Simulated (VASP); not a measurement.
Here is a VASP 6.6.1 calculation.

File INCAR:

```
  PREC = Accurate
  ENCUT = 520
  EDIFF = 1E-8
  ISMEAR = -1
  SIGMA = 0.03
  LREAL = False
  LASPH = True
  NELM = 60
  ALGO = Normal
  ISIF = 2
  LWAVE = False
  LCHARG = False
  LEFG = True
  NBANDS = 34
```

KPOINTS

```
Automatic mesh
0
Gamma
  12 12 12
```

Contents of POSCAR:

```
ZrGa3
1.0
   -1.9855000000      1.9855000000      4.3645000000
    1.9855000000     -1.9855000000      4.3645000000
    1.9855000000      1.9855000000     -4.3645000000
Zr Ga
1 3
Direct
    0.0000000000      0.0000000000      0.0000000000
    0.5000000000      0.5000000000      0.0000000000
    0.7500000000      0.2500000000      0.5000000000
    0.2500000000      0.7500000000      0.5000000000
```

Potentials or basis: VASP PAW LDA potentials, release 64 (Zr_sv, Ga_d).

Launch:

```bash
$ cat potpaw_LDA.64/Zr_sv/POTCAR potpaw_LDA.64/Ga_d/POTCAR > POTCAR
$ mpirun -np 1 vasp_std > vasp.out
```

Task: What does it give for the pressure?

Result: -5.1 GPa.

Task: Estimate the band gap on the k mesh.

Result: Zero (an odd number of electrons rules out a gap without spin polarisation).

Stress tensor (GPa, compression positive):
```
-8.27  0.00  0.00
 0.00 -8.27  0.00
 0.00  0.00  1.23
```

Caveat: the stress differs along the axes, from -8 to 1 GPa; without QUAD_EFG the Cq values of the log hold for a quadrupole moment of 1 mb, not for the nuclei.
